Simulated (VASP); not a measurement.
# IrRh3 (Pm-3m) in VASP: further runs

IrRh3 is run at these levels: LDA; tasks: single point, relaxation of volume and atoms at fixed shape.

All numbers are computed with VASP 6.6.1; they aren't measurements. Logs are shortened: lines on timing, memory, paths and dates and some standing lists are left out, and cuts for length are marked.

## (1) The cell of the first run

The structure is cubic, space group Pm-3m (No. 221). Conventional cell: a = 3.769 Å, b = 3.769 Å, c = 3.769 Å, α = 90.00°, β = 90.00°, γ = 90.00°. Within 3.5 Å of Ir (site symmetry m-3m) lie 12 Rh at 2.66 Å. Within 3.5 Å of Rh (site symmetry 4/mmm) lie 4 Ir at 2.66 Å and 8 Rh at 2.66 Å.

## (2) Single point, LDA

Contents of INCAR:

```
PREC = Accurate ; ENCUT = 520
EDIFF = 1E-6 ; ISMEAR = -1
SIGMA = 0.1 ; LREAL = False
LASPH = True ; NELM = 60
ALGO = Normal ; ISIF = 2
LWAVE = False ; LCHARG = True
LELF = True ; LVHAR = True
NBANDS = 35
```

Contents of KPOINTS:

```
regular mesh
0
Gamma
  11 11 11
```

Contents of POSCAR:

```
IrRh3
1.0
    3.7688002001      0.0000000000      0.0000000000
    0.0000000000      3.7688002001      0.0000000000
    0.0000000000      0.0000000000      3.7688002001
Ir Rh
1 3
Direct
    0.0000000000      0.0000000000      0.0000000000
    0.0000000000      0.5000000000      0.5000000000
    0.5000000000      0.0000000000      0.5000000000
    0.5000000000      0.5000000000      0.0000000000
```

Potentials or basis: VASP PAW LDA potentials, release 64 (Ir, Rh_pv).

Started as:

```bash
cat potpaw_LDA.64/Ir/POTCAR potpaw_LDA.64/Rh_pv/POTCAR > POTCAR
mpirun -np 1 vasp_std > vasp.out
```

OUTCAR:

```text
PREC = Accurate
   ENCUT = 520
   EDIFF = 1E-6
   ISMEAR = -1
   LREAL = False
   LASPH = True
   NELM = 60
   ISIF = 2

 ion  position               nearest neighbor table
   1  0.000  0.000  0.000-   2 2.66   3 2.66   4 2.66   2 2.66   3 2.66   2 2.66   4 2.66   2 2.66
                             3 2.66   4 2.66   3 2.66   4 2.66
   2  0.000  0.500  0.500-   1 2.66   3 2.66   4 2.66   1 2.66   4 2.66   1 2.66   3 2.66   1 2.66
                             3 2.66   4 2.66   4 2.66   3 2.66
   3  0.500  0.000  0.500-   1 2.66   2 2.66   4 2.66   1 2.66   4 2.66   2 2.66   4 2.66   4 2.66
                             1 2.66   2 2.66   1 2.66   2 2.66
   4  0.500  0.500  0.000-   1 2.66   2 2.66   3 2.66   2 2.66   3 2.66   1 2.66   3 2.66   3 2.66
                             1 2.66   2 2.66   2 2.66   1 2.66

  LATTYP: Found a simple cubic cell.
 ALAT       =     3.7688002001

  Lattice vectors:

 A1 = (   3.7688002001,   0.0000000000,   0.0000000000)
 A2 = (   0.0000000000,   3.7688002001,   0.0000000000)
 A3 = (   0.0000000000,   0.0000000000,   3.7688002001)

Analysis of symmetry for initial positions (statically):
=====================================================================
 Subroutine PRICEL returns:
 Original cell was already a primitive cell.

 Routine SETGRP: Setting up the symmetry group for a
 simple cubic supercell.

 Subroutine GETGRP returns: Found 48 space group operations
 (whereof 48 operations were pure point group operations)
 out of a pool of 48 trial point group operations.

The static configuration has the point symmetry O_h .

Analysis of symmetry for dynamics (positions and initial velocities):
=====================================================================
 Subroutine PRICEL returns:
 Original cell was already a primitive cell.

 Routine SETGRP: Setting up the symmetry group for a
 simple cubic supercell.

 Subroutine GETGRP returns: Found 48 space group operations
 (whereof 48 operations were pure point group operations)
 out of a pool of 48 trial point group operations.

The dynamic configuration has the point symmetry O_h .

 Subroutine INISYM returns: Found 48 space group operations
 (whereof 48 operations are pure point group operations),
 and found     1 'primitive' translations

----------------------------------------------------------------------------------------

                                     Primitive cell

  volume of cell :      53.5315

  direct lattice vectors                    reciprocal lattice vectors
     3.768800200  0.000000000  0.000000000     0.265336433  0.000000000  0.000000000
     0.000000000  3.768800200  0.000000000     0.000000000  0.265336433  0.000000000
     0.000000000  0.000000000  3.768800200     0.000000000  0.000000000  0.265336433

  length of vectors
     3.768800200  3.768800200  3.768800200     0.265336433  0.265336433  0.265336433

  position of ions in fractional coordinates (direct lattice)
     0.000000000  0.000000000  0.000000000
     0.000000000  0.500000000  0.500000000
     0.500000000  0.000000000  0.500000000
     0.500000000  0.500000000  0.000000000

  ion indices of the primitive-cell ions
   primitive index   ion index
                 1           1
                 2           2
                 3           3
                 4           4

----------------------------------------------------------------------------------------

 KPOINTS: regular mesh

Automatic generation of k-mesh.
 Grid dimensions read from file:
 generate k-points for:   11   11   11

 Generating k-lattice:

  Cartesian coordinates                     Fractional coordinates (reciprocal lattice)
     0.024121494  0.000000000  0.000000000     0.090909091  0.000000000  0.000000000
     0.000000000  0.024121494  0.000000000     0.000000000  0.090909091  0.000000000
     0.000000000  0.000000000  0.024121494     0.000000000  0.000000000  0.090909091

  Length of vectors
     0.024121494  0.024121494  0.024121494

  Shift w.r.t. Gamma in fractional coordinates (k-lattice)
     0.000000000  0.000000000  0.000000000

 Subroutine IBZKPT returns following result:
 ===========================================

 Found     56 irreducible k-points:

 Following reciprocal coordinates:
            Coordinates               Weight
  0.000000  0.000000  0.000000      1.000000
  0.090909  0.000000  0.000000      6.000000
  0.181818  0.000000  0.000000      6.000000
  0.272727  0.000000  0.000000      6.000000
  0.363636  0.000000  0.000000      6.000000
  0.454545  0.000000  0.000000      6.000000
[... 16 lines left out ...]
  0.181818  0.090909  0.090909     24.000000
  0.272727  0.090909  0.090909     24.000000
 [... further k-points ...]
   k-points           NKPTS =     56   k-points in BZ     NKDIM =     56   number of bands    NBANDS=     35
   number of dos      NEDOS =    301   number of ions     NIONS =      4
   total plane-waves  NPLWV =  21952
   dimension x,y,z NGX =    28 NGY =   28 NGZ =   28
   dimension x,y,z NGXF=    56 NGYF=   56 NGZF=   56
   ions per type =               1   3
   NGX,Y,Z   is equivalent  to a cutoff of  12.35, 12.35, 12.35 a.u.
   NGXF,Y,Z  is equivalent  to a cutoff of  24.70, 24.70, 24.70 a.u.
 SYSTEM =  unknown system
   PREC   = accura    normal or accurate (medium, high low for compatibility)
   ISTART =      0    job   : 0-new  1-cont  2-samecut
   ICHARG =      2    charge: 1-file 2-atom 10-const
   ISPIN  =      1    spin polarized calculation?
   LNONCOLLINEAR =      F non collinear calculations
   LSORBIT =      F    spin-orbit coupling
   LASPH  =      T    aspherical Exc in radial PAW
   ENCUT  =  520.0 eV  38.22 Ry    6.18 a.u.   7.01  7.01  7.01*2*pi/ulx,y,z
   NELM   =     60;   NELMIN=  2; NELMDL= -5     # of ELM steps
   EDIFF  = 0.1E-05   stopping-criterion for ELM
   LREAL  =      F    real-space projection
[... 7 lines left out ...]
   TEBEG  =    0.0;   TEEND  =   0.0 temperature during run
   PSTRESS=    0.0 pullay stress
   NELECT =      54.0000    total number of electrons
   NUPDOWN=      -1.0000    fix difference up-down
   EMIN   =  10.00;   EMAX   =-10.00  energy-range for DOS
   EFERMI =   0.00;   METHOD = LEGACY
   ISMEAR =    -1;   SIGMA  =   0.10  broadening in eV -4-tet -1-fermi 0-gaus
   EFERMI_NEDOS =   21; number of points for ismear=-14 and -15
   IALGO  =     38    algorithm
   IMIX   =      4    mixing-type and parameters
     AMIX     =   0.40;   BMIX     =  1.00
     AMIX_MAG =   1.60;   BMIX_MAG =  1.00
  volume/ion in A,a.u.               =      13.38        90.31
  Fermi-wavevector in a.u.,A,eV,Ry     =   1.641861  3.102667 36.677314  2.695707
  Thomas-Fermi vector in A             =   2.732260
   LORBIT       =      0    0 simple, 1 ext, 2 COOP (PROOUT), +10 PAW based schemes
   GGA     = CA    functional components
   LHFCALC =     F    Hartree Fock is set to
   AEXX    =    0.0000 exact exchange contribution
   IVDW    =     0    specifies the selected vdW correction
   LEPSILON=     F    determine dielectric tensor
   LRPA    =     F    only Hartree local field effects (RPA)
 non-spin polarized calculation
  energy-cutoff  :      520.00
  volume of cell :       53.53
 maximum number of plane-waves:      1456
   NGX = 15   NGY = 15   NGZ = 15

 number of electron      54.0000023 magnetization

 Free energy of the ion-electron system (eV)
  ---------------------------------------------------
  ext. energy  EPLUGINS =         0.00000000
  ---------------------------------------------------
  free energy    TOTEN  =       -36.50169318 eV

  energy without entropy =      -36.34333650  energy(sigma->0) =      -36.42251484

 E-fermi :  11.9589     XC(G=0): -14.5137

 val. band max:       11.9551699045   @ k =   0.2727   0.0000   0.0000
 cond. band min:      11.9711551310   @ k =   0.4545   0.1818   0.0909
 fundamental gap:      0.0159852265
 Fermi energy:        11.9588908809

 k-point     1 :       0.0000    0.0000    0.0000
  band No.  band energies     occupation
      1     -35.0137      2.00000
      2     -35.0137      2.00000
      3     -35.0137      2.00000
      4     -34.6960      2.00000
      5     -34.6960      2.00000
      6     -34.6960      2.00000
[... 27 lines left out ...]
     34      23.1230      0.00000
     35      24.9457      0.00000

 k-point     2 :       0.0909    0.0000    0.0000
  band No.  band energies     occupation
      1     -35.0076      2.00000
      2     -35.0076      2.00000
      3     -35.0040      2.00000
      4     -34.6979      2.00000
      5     -34.6979      2.00000
      6     -34.6967      2.00000
[... 27 lines left out ...]
     34      23.1834      0.00000
     35      24.4632      0.00000

 k-point     3 :       0.1818    0.0000    0.0000
  band No.  band energies     occupation
      1     -34.9902      2.00000
      2     -34.9902      2.00000
      3     -34.9754      2.00000
      4     -34.7040      2.00000
      5     -34.7040      2.00000
      6     -34.6988      2.00000
[... 27 lines left out ...]
     34      23.0435      0.00000
     35      23.9349      0.00000

 k-point     4 :       0.2727    0.0000    0.0000
  band No.  band energies     occupation
      1     -34.9647      2.00000
      2     -34.9647      2.00000
      3     -34.9300      2.00000
      4     -34.7143      2.00000
      5     -34.7143      2.00000
      6     -34.7014      2.00000
[... 27 lines left out ...]
     34      22.7452      0.00000
     35      23.5044      0.00000

 k-point     5 :       0.3636    0.0000    0.0000
  band No.  band energies     occupation
      1     -34.9371      2.00000
      2     -34.9371      2.00000
      3     -34.8717      2.00000
      4     -34.7277      2.00000
      5     -34.7277      2.00000
      6     -34.7039      2.00000
[... 638 lines left out ...]
 k-point    22 :       0.0909    0.0909    0.0909
  band No.  band energies     occupation
      1     -35.0191      2.00000
      2     -34.9791      2.00000
      3     -34.9791      2.00000
      4     -34.7100      2.00000
      5     -34.7100      2.00000
      6     -34.6812      2.00000
[... 27 lines left out ...]
     34      23.2901      0.00000
     35      24.1896      0.00000

 k-point    23 :       0.1818    0.0909    0.0909
  band No.  band energies     occupation
      1     -35.0149      2.00000
      2     -34.9626      2.00000
      3     -34.9411      2.00000
      4     -34.7273      2.00000
      5     -34.7142      2.00000
      6     -34.6723      2.00000
[... 27 lines left out ...]
     34      22.8421      0.00000
     35      23.3763      0.00000

 k-point    24 :       0.2727    0.0909    0.0909
  band No.  band energies     occupation
      1     -34.9962      2.00000
      2     -34.9376      2.00000
      3     -34.8970      2.00000
      4     -34.7480      2.00000
      5     -34.7217      2.00000
      6     -34.6650      2.00000
[... 27 lines left out ...]
     34      22.1849      0.00000
     35      22.6647      0.00000

 [... further k-points ...]
[... 5 lines left out ...]
  --------------------------------------------------------------------------------------
  -------------------------------------------------------------------------------------
  Total        0.4064522      0.4064522      0.4064522     -0.0000000     -0.0000000      0.0000000
  in kB       12.1649597     12.1649597     12.1649597     -0.0000000     -0.0000000      0.0000000
  external PRESSURE =      12.1649597 kB  Pullay stress =       0.0000000 kB

 VOLUME and BASIS-vectors are now :
 -----------------------------------------------------------------------------
  energy-cutoff  :      520.00
  volume of cell :       53.53
      direct lattice vectors                 reciprocal lattice vectors
     3.768800200  0.000000000  0.000000000     0.265336433  0.000000000  0.000000000
     0.000000000  3.768800200  0.000000000     0.000000000  0.265336433  0.000000000
     0.000000000  0.000000000  3.768800200     0.000000000  0.000000000  0.265336433

 POSITION                                       TOTAL-FORCE (eV/Angst)
 -----------------------------------------------------------------------------------
      0.00000      0.00000      0.00000         0.000000      0.000000      0.000000
      0.00000      1.88440      1.88440         0.000000      0.000000      0.000000
      1.88440      0.00000      1.88440         0.000000      0.000000      0.000000
      1.88440      1.88440      0.00000         0.000000      0.000000      0.000000
 -----------------------------------------------------------------------------------
    total drift:                                0.000000      0.000000      0.000000

  FREE ENERGIE OF THE ION-ELECTRON SYSTEM (eV)
  ---------------------------------------------------
  free  energy   TOTEN  =       -36.5016931838 eV

  energy  without entropy=      -36.3433365017  energy(sigma->0) =      -36.42251484
```

Run time: 48 s. Hardware: 1 thread of AMD EPYC 9R14 (Zen 4), shared host; peak memory 0.18 GiB.

Results:

```yaml
Free_energy: -36.5017 eV
Pressure: 1.2 GPa
Band_gap_on_the_k_mesh: zero (bands 27 and 28 overlap by 1.96 eV)
```

Levels at points of the mesh, in eV from the Fermi level:
| k point | band 23 | band 24 | band 25 | band 26 | band 27 | band 28 | band 29 | band 30 | band 31 | band 32 |
| --- | --- | --- | --- | --- | --- | --- | --- | --- | --- | --- |
| (0.00, 0.00, 0.00) | 0.84 | 0.84 | 0.92 | 0.92 | 0.92 | 1.46 | 1.46 | 1.46 | 2.89 | 2.89 |

Caveat: spin-orbit coupling is left out, which moves the levels of the heavy elements.

## (3) Relaxation of volume and atoms at fixed shape, LDA

This run uses another cell than the first one, of 13.90 Å³/atom.

Contents of INCAR:

```
SYSTEM = IrRh3
PREC = Accurate
ENCUT = 600
EDIFF = 1E-6
ISMEAR = -1
SIGMA = 0.1
LREAL = .FALSE.
LASPH = .TRUE.
NELM = 80
ALGO = Normal
ISIF = 8
LWAVE = .FALSE.
LCHARG = .FALSE.
GGA = CA
IBRION = 2
NSW = 80
EDIFFG = -0.03
```

Contents of KPOINTS:

```
regular mesh
0
G
  11 11 11
  0 0 0
```

Contents of POSCAR:

```
IrRh3
1.0
    3.8170600000      0.0000000000      0.0000000000
    0.0000000000      3.8170600000      0.0000000000
    0.0000000000      0.0000000000      3.8170600000
Ir Rh
1 3
Direct
    0.0000000000      0.0000000000      0.0000000000
    0.0000000000      0.5000000000      0.5000000000
    0.5000000000      0.0000000000      0.5000000000
    0.5000000000      0.5000000000      0.0000000000
```

Potentials or basis: VASP PAW LDA potentials, release 64 (Ir, Rh_pv).

Started as:

```bash
cat potpaw_LDA.64/Ir/POTCAR potpaw_LDA.64/Rh_pv/POTCAR > POTCAR
mpirun -np 1 vasp_std > vasp.out
```

OUTCAR:

```text
SYSTEM = IrRh3
   PREC = Accurate
   ENCUT = 600
   EDIFF = 1E-6
   ISMEAR = -1
   LREAL = .FALSE.
   LASPH = .TRUE.
   NELM = 80
   ISIF = 8
   GGA = CA
   IBRION = 2
   NSW = 80
   EDIFFG = -0.03

 ion  position               nearest neighbor table
   1  0.000  0.000  0.000-   2 2.70   3 2.70   4 2.70   2 2.70   3 2.70   2 2.70   4 2.70   2 2.70
                             3 2.70   4 2.70   3 2.70   4 2.70
   2  0.000  0.500  0.500-   1 2.70   3 2.70   4 2.70   1 2.70   4 2.70   1 2.70   3 2.70   1 2.70
                             3 2.70   4 2.70   4 2.70   3 2.70
   3  0.500  0.000  0.500-   1 2.70   2 2.70   4 2.70   1 2.70   4 2.70   2 2.70   4 2.70   4 2.70
                             1 2.70   2 2.70   1 2.70   2 2.70
   4  0.500  0.500  0.000-   1 2.70   2 2.70   3 2.70   2 2.70   3 2.70   1 2.70   3 2.70   3 2.70
                             1 2.70   2 2.70   2 2.70   1 2.70

  LATTYP: Found a simple cubic cell.
 ALAT       =     3.8170600000

  Lattice vectors:

 A1 = (   3.8170600000,   0.0000000000,   0.0000000000)
 A2 = (   0.0000000000,   3.8170600000,   0.0000000000)
 A3 = (   0.0000000000,   0.0000000000,   3.8170600000)

Analysis of symmetry for initial positions (statically):
=====================================================================
 Subroutine PRICEL returns:
 Original cell was already a primitive cell.
[... 177 lines left out ...]

  FORCE on cell =-STRESS in cart. coord.  units (eV):
  Direction    XX          YY          ZZ          XY          YZ          ZX
  --------------------------------------------------------------------------------------
  -------------------------------------------------------------------------------------
  Total       -3.6918497     -3.6918497     -3.6918497      0.0000000      0.0000000     -0.0000000
  in kB     -106.3573807   -106.3573807   -106.3573807      0.0000000      0.0000000     -0.0000000
  external PRESSURE =    -106.3573807 kB  Pullay stress =       0.0000000 kB
[... 101 lines left out ...]
--------------------------------------- Ionic step        4  -------------------------------------------

 number of electron      53.9999980 magnetization

 Free energy of the ion-electron system (eV)
  ---------------------------------------------------
  ext. energy  EPLUGINS =         0.00000000
  ---------------------------------------------------
  free energy    TOTEN  =       -36.50434489 eV

  energy without entropy =      -36.34490823  energy(sigma->0) =      -36.42462656

 E-fermi :  11.8830     XC(G=0): -14.4887

 val. band max:       11.8793617871   @ k =   0.2727   0.0000   0.0000
 cond. band min:      11.8950196804   @ k =   0.4545   0.1818   0.0909
 fundamental gap:      0.0156578933
 Fermi energy:        11.8829904796

 k-point     1 :       0.0000    0.0000    0.0000
  band No.  band energies     occupation
      1     -35.0737      2.00000
      2     -35.0737      2.00000
      3     -35.0737      2.00000
      4     -34.7604      2.00000
      5     -34.7604      2.00000
      6     -34.7604      2.00000
[... 829 lines left out ...]
     31      13.3445      0.00000
     32      17.9511      0.00000

 [... further k-points ...]
[... 5 lines left out ...]
  --------------------------------------------------------------------------------------
  -------------------------------------------------------------------------------------
  Total       -0.0331674     -0.0331674     -0.0331674     -0.0000000      0.0000000      0.0000000
  in kB       -0.9887482     -0.9887482     -0.9887482     -0.0000000      0.0000000      0.0000000
  external PRESSURE =      -0.9887482 kB  Pullay stress =       0.0000000 kB
[... 19 lines left out ...]
  FREE ENERGIE OF THE ION-ELECTRON SYSTEM (eV)
  ---------------------------------------------------
  free  energy   TOTEN  =       -36.5043448916 eV

  energy  without entropy=      -36.3449082289  energy(sigma->0) =      -36.42462656

 reached required accuracy - stopping structural energy minimisation
```

OSZICAR:

```text
N       E                     dE             d eps       ncg     rms          rms(c)
DAV:   1     0.724334291949E+03    0.72433E+03   -0.34828E+04  3656   0.212E+03
[... 40 lines left out ...]
       N       E                     dE             d eps       ncg     rms          rms(c)
DAV:   1    -0.365059408635E+02   -0.17133E-02   -0.30242E-02  3696   0.168E+00    0.314E-01
DAV:   2    -0.365053809947E+02    0.55987E-03   -0.12293E-02  4360   0.109E+00    0.232E-01
DAV:   3    -0.365044033295E+02    0.97767E-03   -0.45897E-03  4672   0.719E-01    0.719E-02
DAV:   4    -0.365043439798E+02    0.59350E-04   -0.30379E-04  4224   0.163E-01    0.223E-02
DAV:   5    -0.365043458264E+02   -0.18466E-05   -0.22292E-05  3896   0.423E-02    0.886E-03
DAV:   6    -0.365043448916E+02    0.93482E-06   -0.33952E-06  3128   0.205E-02
   4 F= -.36504345E+02 E0= -.36424627E+02  d E =-.646409E-01
```

Run time: 3.3 min. Hardware: 1 thread of AMD EPYC 9R14 (Zen 4), shared host; peak memory 0.21 GiB.

Results:

```
Free energy                           : -36.5043 eV
Relaxed volume                        : 13.44 Å³/atom
Relaxed cell                          : a = 3.774 Å, b = 3.774 Å, c = 3.774 Å, α = 90.00°, β = 90.00°, γ = 90.00°
Space group after relaxing (to 0.1 Å) : Pm-3m (No. 221)
Energy gained by relaxing             : 16.2 meV/atom
Ionic steps                           : 4
Pressure after relaxing               : -0.1 GPa
Band gap on the k mesh                : zero (bands 27 and 28 overlap by 1.95 eV)
```

The path:
| step | energy change (eV) | largest force (eV/Å) | pressure (GPa) | volume (Å³) |
| --- | --- | --- | --- | --- |
| 1 | 0.0000 | 0.0000 | -10.64 | 55.61 |
| 2 | 0.5928 | 0.0000 | 44.68 | 48.51 |
| 3 | -0.0645 | 0.0000 | -0.50 | 53.81 |
| 4 | -0.0646 | 0.0000 | -0.10 | 53.74 |

Final structure:
```
Ir Rh
1.0
     3.77380    0.00000    0.00000
     0.00000    3.77380    0.00000
     0.00000    0.00000    3.77380
Ir Rh
1 3
Cartesian
  0.0000 0.0000 0.0000
  0.0000 1.8869 1.8869
  1.8869 0.0000 1.8869
  1.8869 1.8869 0.0000
```

Caveat: spin-orbit coupling is left out, which moves the levels of the heavy elements.
